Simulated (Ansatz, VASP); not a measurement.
**Two plane-wave programs on AlRu**

INCAR

```
SYSTEM = AlRu
PREC = Accurate
ENCUT = 520
EDIFF = 1E-6
ISMEAR = 0
SIGMA = 0.15
LREAL = .FALSE.
LASPH = .TRUE.
NELM = 80
ALGO = Fast
ISIF = 2
LWAVE = .FALSE.
LCHARG = .FALSE.
GGA = PE
NBANDS = 16
```

File KPOINTS:

```
Automatic mesh
0
G
  16 16 16
  0 0 0
```

File POSCAR:

```
AlRu
1.0
    3.0364740000      0.0000000000      0.0000000000
    0.0000000000      3.0364740000      0.0000000000
    0.0000000000      0.0000000000      2.9018520000
Al Ru
1 1
Direct
    0.0000000000      0.0000000000      0.0000000000
    0.5000000000      0.5000000000      0.5000000000
```

Input for Ansatz:

```yaml
crystal:
  lattice:
    - [3.036474, 0.0, 0.0]
    - [0.0, 3.036474, 0.0]
    - [0.0, 0.0, 2.901852]
  atoms:
    - { symbol: Al, position: [0.0, 0.0, 0.0] }
    - { symbol: Ru, position: [0.5, 0.5, 0.5] }
basis:
  ecutwfc: 420
kpoints:
  mp_grid: { grid: [16, 16, 16] }
hamiltonian:
  xc: pbe
scf:
  occupations: { method: gaussian, width: 0.15 }
output:
  forces: true
  stress: true
  eigenvalues: true
```

Change from the starting cell: strain +0.015 along x and y, -0.030 along z, atoms carried along.

Alike in both runs: task single point; functional PBE; k mesh 16 × 16 × 16; occupations gaussian, width 0.15 eV; no spin polarisation.

|  | VASP | Ansatz |
| --- | --- | --- |
| version | VASP 6.6.1 | Ansatz 0.2.0 |
| potentials or method | VASP PAW PBE potentials, release 64 (Al, Ru_pv), cutoff 520 eV | scalar-relativistic, plane waves, PAW |
| valence electrons in the cell | 17 | 19 |

Ansatz gave:

| Quantity | Value |
| --- | --- |
| gap on the k mesh at the Fermi level (eV) | none |
| pressure (GPa) | 3.0 |
| traceless stress, the component that is largest in VASP (GPa) | 5.50 |

Problem. Estimate VASP's values.

Solution. gap on the k mesh at the Fermi level (eV): none; pressure (GPa): 3.0; traceless stress, the component that is largest in VASP (GPa): 5.52.

A gap of «none» marks a metal or a gap that the smearing closes. VASP's potentials hold 17 valence electrons a cell and Ansatz's 19, so a difference there can come from the potentials and not from the codes.
